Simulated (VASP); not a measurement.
Runs of VASP 6.6.1 on TiO2 (Rutile). The structure is that of space group P4_2/mnm (No. 136), or close to it. The cells are those of the table. 

```tsv
cell	gap on the mesh (eV)	pressure (GPa)	largest force (eV/Å)
a = 4.454, b = 4.454, c = 2.957 Å, 6 atoms	1.98	(d)	0.33
a = 4.523, b = 4.523, c = 2.957 Å, 6 atoms	1.92	13.5	(a)
a = 4.592, b = 4.592, c = 2.957 Å, 6 atoms	1.87	6.1	0.13
a = 4.730, b = 4.730, c = 2.957 Å, 6 atoms	1.78	-5.9	0.19
a = 4.661, b = 4.661, c = 2.957 Å, 6 atoms	(c)	(b)	0.02
```

Alike in all rows: task single point; level PBE; potentials or basis VASP PAW PBE potentials, release 64 (Ti_sv, O); no spin polarisation; k mesh 4 × 4 × 6; cutoff (eV) 520; smearing gaussian 0.05 eV.

Estimate the missing entries.

(a) 0.24; (b) -0.4; (c) 1.83; (d) 22.1.

A k mesh can miss the band edges.
